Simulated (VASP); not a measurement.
## Mo3N: single point with PBE

Mo3N, a slab with vacuum:

```
Mo N
1.0
     4.46958    0.00000    0.00000
    -2.23479    3.87077    0.00000
     0.00000    0.00000   20.85957
Mo N
6 2
Cartesian
  2.2348 1.2903 4.0000
  0.0000 2.5805 4.9123
  0.0000 0.0000 5.8247
  2.2348 1.2903 6.6566
  0.0000 2.5805 7.4686
  0.0000 0.0000 8.2596
  2.2348 1.2903 12.4419
  2.2348 1.2903 13.5443
```

```
Program             : VASP 6.6.1
Task                : single point
Functional          : PBE
Potentials or basis : VASP PAW PBE potentials, release 64 (Mo_sv, N)
Cutoff              : 520 eV
k mesh              : 6 × 6 × 1
Occupations         : gaussian, width 0.1 eV
Spin                : no spin polarisation
```

* Largest force: 1.749 eV/Å
* Band gap on the k mesh: zero (bands 47 and 48 overlap by 0.11 eV)

Forces on the atoms (eV/Å):
```
Mo   0.000  0.000  1.439
Mo   0.000  0.000 -0.261
Mo   0.000  0.000 -1.373
Mo   0.000  0.000 -0.084
Mo   0.000  0.000  0.085
Mo   0.000  0.000  0.191
N    0.000  0.000 -1.746
N    0.000  0.000  1.749
```

Levels at points of the mesh, in eV from the Fermi level:
| k point | band 45 | band 46 | band 47 | band 48 | band 49 | band 50 |
| --- | --- | --- | --- | --- | --- | --- |
| (0.00, 0.00, 0.00) | -1.21 | -1.21 | -1.00 | -0.07 | 1.14 | 1.14 |
| (0.50, 0.00, 0.00) | -0.65 | -0.36 | 0.03 | 0.06 | 0.21 | 0.70 |

Wall time 4 min on 1 thread of Intel(R) Xeon(R) 6975P-C (Granite Rapids) (shared host), peak memory 0.51 GiB.

Caveat: the standard files for N, O and F lose accuracy on very short bonds.
